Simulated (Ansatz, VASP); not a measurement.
Two plane-wave programs on La

```
CELL_PARAMETERS angstrom
3.34202 0.00000 0.00000
0.00000 3.34202 0.00000
0.00000 0.00000 3.34202
ATOMIC_POSITIONS crystal
La 0.00000 0.00000 0.00000
```

Alike in both runs: task single point; functional r2SCAN; k mesh 11 × 11 × 11; occupations fermi-dirac, width 0.1 eV; no spin polarisation.

|  | VASP | Ansatz |
| --- | --- | --- |
| version | VASP 6.6.1 | Ansatz 0.2.0 |
| potentials or method | VASP PAW PBE potentials, release 64 (La), cutoff 520 eV | plane waves (500 eV) with PAW, scalar-relativistic |
| valence electrons in the cell | 11 | 11 |

|  | VASP | Ansatz | Ansatz less VASP |
| --- | --- | --- | --- |
| pressure (GPa) | -1.0 | -1.0 | -0.01 |

VASP's potentials were made for PBE, not for r2SCAN.

Spin-orbit coupling is off throughout.
